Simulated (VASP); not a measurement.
## GaAs: dielectric tensor with r2SCAN

Crystal: GaAs.

```xyz
2
Lattice="0.0000 2.7198 2.7198 2.7198 0.0000 2.7198 2.7198 2.7198 0.0000" Properties=species:S:1:pos:R:3 pbc="T T T"
Ga    0.0000    0.0000    0.0000
As    1.3599    1.3599    1.3599
```

This cell differs from its parent crystal: strain -4.0%.

* Program: VASP 6.6.1
* Task: dielectric tensor
* Functional: r2SCAN
* Potentials or basis: VASP PAW PBE potentials, release 64 (Ga_d, As)
* Cutoff: 520 eV
* k mesh: 6 × 6 × 6
* Occupations: gaussian, width 0.01 eV
* Spin: no spin polarisation
* Dipole correction: no
* Further INCAR settings: ALGO = Normal; EDIFF = 1e-08

```
Band gap on the k mesh                  : 1.52 eV (least direct gap 1.96 eV)
Electronic dielectric tensor (diagonal) : 9.81
Born charges (mean of the diagonal)     : Ga +1.93; As -1.93 e
```

Levels at points of the mesh, in eV from the valence-band top:
```
           k point  band 6  band 7  band 8  band 9  band 10  band 11  band 12  band 13
(0.00, 0.00, 0.00)  -14.14    0.00    0.00    0.00     1.96     4.04     4.04     4.04
(0.50, 0.00, 0.00)  -11.88   -7.54   -1.38   -1.38     1.73     4.99     4.99     8.40
(0.50, 0.50, 0.00)  -10.95   -7.60   -3.23   -3.23     1.52     1.86    11.85    11.85
```

Electronic dielectric tensor:
```
9.81 0.00 0.00
0.00 9.81 0.00
0.00 0.00 9.81
```

Born effective charge tensors (e):
atom 1, Ga
```
1.93 0.00 0.00
0.00 1.93 0.00
0.00 0.00 1.93
```
atom 2, As
```
-1.93  0.00  0.00
 0.00 -1.93  0.00
 0.00  0.00 -1.93
```

Dipole moments of the cell (e·Å, modulo the quantum): ionic 6.799, 6.799, 6.799; electronic 0.013, 0.013, 0.032

Run time: 21 min on 1 thread of Intel(R) Xeon(R) 6975P-C (Granite Rapids), on a shared host, peak memory 0.3 GiB.

Caveat: the cell differs from its parent crystal (strain -4.0%). A k mesh can miss the band edges.
